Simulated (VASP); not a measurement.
Here is a VASP 6.6.1 calculation.

The input INCAR:

```
SYSTEM = PrYSe3
  PREC = Accurate
  ENCUT = 500
  EDIFF = 1E-6
  ISMEAR = 0
  SIGMA = 0.1
  LREAL = .False.
  LASPH = .True.
  NELM = 200
  ALGO = Normal
  ISIF = 2
  LWAVE = .False.
  LCHARG = .False.
  GGA = PE
  NBANDS = 28
  GGA_COMPAT = .False.
  LMAXMIX = 6
```

The input KPOINTS:

```
regular mesh
0
Gamma
  4 4 4
  0 0 0
```

File POSCAR:

```
PrYSe3
1.0
    4.1826467871      0.0000000000      0.0000000000
    0.9909655117      5.5993545445      0.0000000000
    1.0434250450      1.4151272588      6.2162502814
Pr Y Se
1 1 3
Direct
    0.5000000000      0.5000000000      0.5000000000
    0.5000000000      0.0000000000      0.0000000000
    0.0632671828      0.1331126770      0.6844022347
    0.9367328172      0.8668873230      0.3155977653
    0.5000000000      0.5000000000      0.0000000000
```

Potentials or basis: VASP PAW PBE potentials, release 64 (Pr_3, Y_sv, Se), 4f in core.

Run with:

```sh
$ cat potpaw_PBE.64/Pr_3/POTCAR potpaw_PBE.64/Y_sv/POTCAR potpaw_PBE.64/Se/POTCAR > POTCAR
$ mpirun -np 1 vasp_std > vasp.out
```

Question: What does it give for the pressure?

Answer: 0.2 GPa.

Question: Estimate the largest force.

Answer: 0.082 eV/Å.

Question: Estimate the band gap on the k mesh.

Answer: Zero (bands 20 and 21 overlap by 0.02 eV).

Stress tensor (GPa, compression positive):
```
-0.05 -0.15 -0.11
-0.15  0.70  0.21
-0.11  0.21 -0.18
```

Caveat: the k points lie up to 0.38 Å⁻¹ apart; spin-orbit coupling is left out, which moves the levels of the heavy elements; the 4f electrons are frozen in the core, so they carry no moment and show no levels; the run has no spin polarisation, though such a crystal can be magnetic. Spin polarisation is off, so any magnetic state and its effect on volume and gap are missing.
